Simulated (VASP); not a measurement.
A run of VASP 6.6.1:

Contents of INCAR:

```
PREC = Accurate ; ENCUT = 600
EDIFF = 1E-7 ; ISMEAR = 0
SIGMA = 0.1 ; LREAL = False
LASPH = True ; NELM = 60
ALGO = Fast ; ISIF = 3
LWAVE = False ; LCHARG = False
GGA = PS ; IBRION = 2
NSW = 70 ; EDIFFG = -0.008
PSTRESS = 600.0
```

The input KPOINTS:

```
Automatic mesh
0
Gamma
  20 20 20
```

Contents of POSCAR:

```
Al
1.0
    0.0000000000      1.8143652480      1.8143652480
    1.8143652480      0.0000000000      1.8143652480
    1.8143652480      1.8143652480      0.0000000000
Al
1
Direct
    0.0000000000      0.0000000000      0.0000000000
```

Potentials or basis: VASP PAW PBE potentials, release 64 (Al).

Command:

```bash
$ cat potpaw_PBE.64/Al/POTCAR > POTCAR
$ mpirun -np 1 vasp_std > vasp.out
```

Hardware: 1 thread of Intel Xeon 8259CL (shared host).

How long does it take, and how much memory?

It took 51 s on 1 thread of Intel Xeon 8259CL, on a shared host, peak memory 0.14 GiB. Counts: scf iterations 29, k points 256, ion steps 4.
